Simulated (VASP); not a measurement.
Crystal: Be3Te4.

```
Be Te
1.0
     1.95521    1.12884    9.78093
    -1.95521    1.12884    9.78093
     0.00000   -2.25768    9.78093
Be Te
3 4
Cartesian
  0.0000 0.0000 6.3674
  0.0000 0.0000 22.9754
  0.0000 0.0000 0.0000
  0.0000 0.0000 3.7559
  0.0000 0.0000 25.5869
  0.0000 0.0000 8.5974
  0.0000 0.0000 20.7454
```

The cell was built from a structure type or drawn by symmetry, and may not be a known phase.

```yaml
Program: VASP 6.6.1
Task: relaxation of cell and atoms
Functional: PBE
Potentials_or_basis: VASP PAW PBE potentials, release 64 (Be, Te)
Cutoff: 600 eV
k_mesh: 5 × 5 × 5
Occupations: gaussian, width 0.2 eV
Spin: no spin polarisation
```

At the start: pressure 22.5 GPa; volume 18.50 Å³/atom.

Task: Where does the relaxation end?

Result: Over 19 steps the energy falls by 507.1 meV/atom and the volume is 23.69 Å³/atom (+28.0 %); space group R-3m (No. 166, to 0.1 Å) before and after.

Step by step:
```tsv
step	energy change (eV)	largest force (eV/Å)	pressure (GPa)	volume (Å³)
1	0.0000	0.7432	22.48	129.53
2	-2.2273	0.4498	-4.42	184.20
3	-2.4218	0.3931	-0.56	167.85
4	-2.4224	0.4028	-0.99	169.29
5	-2.6556	0.5966	-0.69	167.90
6	-2.8772	0.9164	2.46	162.36
7	-2.9086	0.8622	1.33	163.94
8	-3.0336	0.8247	-0.27	169.48
9	-3.0881	0.7349	-1.61	174.79
10	-3.2034	0.7041	-1.34	173.05
11	-3.4467	0.4446	-0.67	167.85
12	-3.1752	1.5666	2.08	157.42
13	-3.4959	0.2179	-0.36	165.79
14	-3.5031	0.2160	-0.19	164.60
15	-3.5290	0.1594	0.30	163.48
16	-3.5350	0.1254	0.68	162.64
17	-3.5448	0.1222	-0.18	165.93
18	-3.5451	0.1238	-0.05	165.44
19	-3.5499	0.0570	-0.01	165.82
```

Final structure:
```cif
data_structure
_symmetry_space_group_name_H-M 'P 1'
_symmetry_Int_Tables_number 1
_cell_length_a 13.0049
_cell_length_b 13.0049
_cell_length_c 13.0049
_cell_angle_alpha 17.095
_cell_angle_beta 17.095
_cell_angle_gamma 17.095
_cell_volume 165.82
loop_
_atom_site_label
_atom_site_type_symbol
_atom_site_fract_x
_atom_site_fract_y
_atom_site_fract_z
_atom_site_occupancy
Be1 Be 0.23248 0.23248 0.23248 1
Be2 Be 0.76752 0.76752 0.76752 1
Be3 Be 0.00000 0.00000 0.00000 1
Te1 Te 0.12405 0.12405 0.12405 1
Te2 Te 0.87595 0.87595 0.87595 1
Te3 Te 0.29603 0.29603 0.29603 1
Te4 Te 0.70397 0.70397 0.70397 1
```

Caveat: the k points lie up to 0.38 Å⁻¹ apart in the final cell, too coarse for converged energies and pressures of a metal; the volume moved by over 15 % at a fixed basis, so the end points are rough; the relaxation stopped at a loose force limit of 0.08 eV/Å, so its end isn't a converged minimum.
